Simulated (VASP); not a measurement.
Ag: single point with PBE

Crystal: Ag.

```xyz
1
Lattice="0.0000 2.0458 2.0458 2.0458 0.0000 2.0458 2.0458 2.0458 0.0000" Properties=species:S:1:pos:R:3 pbc="T T T"
Ag    0.0000    0.0000    0.0000
```

```
Program             : VASP 6.6.1
Task                : single point
Functional          : PBE
Potentials or basis : VASP PAW PBE potentials, release 64 (Ag)
Cutoff              : 520 eV
k mesh              : 23 × 23 × 23
Occupations         : fermi-dirac, width 0.0612256 eV
Spin                : no spin polarisation
```

```
Pressure               : 4.1 GPa
Band gap on the k mesh : zero (an odd number of electrons rules out a gap without spin polarisation)
```

Levels at points of the mesh, in eV from the Fermi level:
```tsv
k point	band 2	band 3	band 4	band 5	band 6	band 7	band 8	band 9	band 10	band 11
(0.00, 0.00, 0.00)	-4.82	-4.82	-4.82	-3.80	-3.80	15.99	19.54	19.54	19.54	24.33
```

It took 74 s on 1 thread of Intel Xeon 8259CL, on a shared host, peak memory 0.2 GiB.

Caveat: the cell stands under pressure.
